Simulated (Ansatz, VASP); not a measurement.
## Mo: VASP beside Ansatz

```
CELL_PARAMETERS angstrom
2.77579 0.00000 0.00000
-1.38789 2.40390 0.00000
0.00000 0.00000 19.27029
ATOMIC_POSITIONS crystal
Mo 0.00000 0.00000 0.68755
Mo 0.33333 0.66667 0.81237
Mo 0.66667 0.33333 0.93780
Mo 0.33333 0.66667 0.06220
Mo 0.66667 0.33333 0.18763
Mo 0.00000 0.00000 0.31245
Mo 0.33333 0.66667 0.43781
Mo 0.66667 0.33333 0.56219
```

Alike in both runs: task single point; functional PBE; k mesh 6 × 6 × 1; occupations gaussian, width 0.1 eV; collinear spin.

```csv
,VASP,Ansatz
version,VASP 6.6.1,Ansatz 0.2.0
potentials or method,"VASP PAW PBE potentials, release 64 (Mo_sv), cutoff 520 eV","scalar-relativistic, plane waves, PAW"
valence electrons in the cell,112,112
```

Ansatz gave:

* gap on the k mesh at the Fermi level (eV): none
* pressure (GPa): 0.2
* traceless stress, the component that is largest in VASP (GPa): -0.23
* rms of the force components (eV/Å): 0.003
* net moment per atom (μB): 0.00

Q: Which values does VASP return?

A: gap on the k mesh at the Fermi level (eV): none; pressure (GPa): 0.7; traceless stress, the component that is largest in VASP (GPa): -0.28; rms of the force components (eV/Å): 0.003; net moment per atom (μB): 0.00.

Atom by atom the forces differ by 0.000 eV/Å (rms over components). A gap of «none» marks a metal or a gap that the smearing closes. Ansatz's warnings: seeded moment not kept.

The k mesh is coarse, so the values compare programs but aren't converged.
